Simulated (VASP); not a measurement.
# AlCu: single point with r2SCAN

Crystal: AlCu.

```
Al Cu
1.0
     2.99751    0.00000    0.00000
     0.00000    2.99751    0.00000
     0.00000    0.00000    2.99751
Al Cu
1 1
Cartesian
  0.0000 0.0000 0.0000
  1.3488 1.4988 1.4988
```

This cell differs from its parent crystal: all Cu atoms moved +0.150 Å, as atom 2 towards its neighbour atom 2 (Cu) at 2.998 Å.

```
Program                : VASP 6.6.1
Task                   : single point
Functional             : r2SCAN
Potentials or basis    : VASP PAW PBE potentials, release 64 (Al, Cu)
Cutoff                 : 520 eV
k mesh                 : 16 × 16 × 16
Occupations            : gaussian, width 0.15 eV
Spin                   : no spin polarisation
Dipole correction      : no
Further INCAR settings : ALGO = Normal; EDIFF = 1e-07; NBANDS = 14
```

The pressure is -3.9 GPa. The largest force is 0.603 eV/Å and the band gap on the k mesh is zero (bands 7 and 8 overlap by 4.96 eV).

Forces on the atoms (eV/Å):
```
Al  -0.603  0.000  0.000
Cu   0.603  0.000  0.000
```

Stress tensor (GPa, compression positive):
```
-4.36  0.00  0.00
 0.00 -3.65  0.00
 0.00  0.00 -3.65
```

Levels at points of the mesh, in eV from the Fermi level:
```csv
k point,band 5,band 6,band 7,band 8,band 9,band 10
"(0.00, 0.00, 0.00)",-4.08,-4.08,4.06,4.06,4.10,6.44
"(0.50, 0.00, 0.00)",-4.53,-4.04,-3.35,7.48,8.28,8.28
"(0.00, 0.50, 0.00)",-4.52,-4.03,-3.37,7.46,8.46,8.55
"(0.50, 0.50, 0.00)",-4.05,-3.99,-3.74,-0.88,-0.09,10.93
"(0.00, 0.50, 0.50)",-3.96,-3.96,-3.75,-0.90,-0.08,10.97
"(0.50, 0.50, 0.50)",-3.72,0.58,0.58,0.71,1.98,2.29
```

Run time: 7.2 min on 1 thread of Intel(R) Xeon(R) Platinum 8259CL CPU @ 2.50GHz (Skylake/Cascade Lake), on a shared host, peak memory 0.27 GiB.

Caveat: the cell differs from its parent crystal (all Cu atoms moved +0.150 Å, as atom 2 towards its neighbour atom 2 (Cu) at 2.998 Å); the cell stands under tension; the PAW data sets were made with another functional, which shifts forces and pressure a little.
